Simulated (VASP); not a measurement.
Input of a VASP 6.6.1 run:

The input POSCAR:

```
SrLiH3
1.0
    4.6307910000      0.0000000000      0.0000000000
    0.0000000000      4.6307910000      0.0000000000
    0.0000000000      0.0000000000      4.6307910000
Li Sr H
1 1 3
Direct
    0.0000000000      0.0000000000      0.0000000000
    0.5000000000      0.5000000000      0.5000000000
    0.0000000000      0.5000000000      0.5000000000
    0.5000000000      0.0000000000      0.5000000000
    0.5000000000      0.5000000000      0.0000000000
```

File INCAR.step1:

```
PREC = Accurate ; ENCUT = 600
ISMEAR = 0 ; SIGMA = 0.01
LREAL = False ; LASPH = True
NELM = 80 ; GGA = PE
ALGO = Normal ; EDIFF = 1E-4
LWAVE = True ; LCHARG = False
```

INCAR.step2

```
PREC = Accurate ; ENCUT = 600
EDIFF = 1E-6 ; ISMEAR = 0
SIGMA = 0.01 ; LREAL = False
LASPH = True ; NELM = 80
ALGO = Normal ; ISIF = 3
LWAVE = False ; LCHARG = False
METAGGA = R2SCAN ; LMIXTAU = True
LUSE_VDW = True ; IVDW_NL = 2
BPARAM = 11.95 ; CPARAM = 0.0093
IBRION = 2 ; NSW = 80
EDIFFG = -0.02 ; ISTART = 1
```

KPOINTS

```
regular mesh
0
Gamma
  4 4 4
```

Potentials or basis: VASP PAW PBE potentials, release 64 (Li_sv, Sr_sv, H).

Launch:

```sh
$ cat potpaw_PBE.64/Li_sv/POTCAR potpaw_PBE.64/Sr_sv/POTCAR potpaw_PBE.64/H/POTCAR > POTCAR
$ cp INCAR.step1 INCAR
$ mpirun -np 1 vasp_std > vasp.out
$ cp INCAR.step2 INCAR
$ mpirun -np 1 vasp_std > vasp.out
```

Predict the band gap on the k mesh.

2.30 eV (least direct gap 2.70 eV).

Final structure:
```xyz
5
Lattice="4.6308 0.0000 0.0000 0.0000 4.6308 0.0000 0.0000 0.0000 4.6308" Properties=species:S:1:pos:R:3 pbc="T T T"
Li    0.0000    0.0000    0.0000
Sr    2.3154    2.3154    2.3154
H     0.0000    2.3154    2.3154
H     2.3154    0.0000    2.3154
H     2.3154    2.3154    0.0000
```

Caveat: the relaxation stopped at its first step, so nothing moved. A k mesh can miss the band edges.
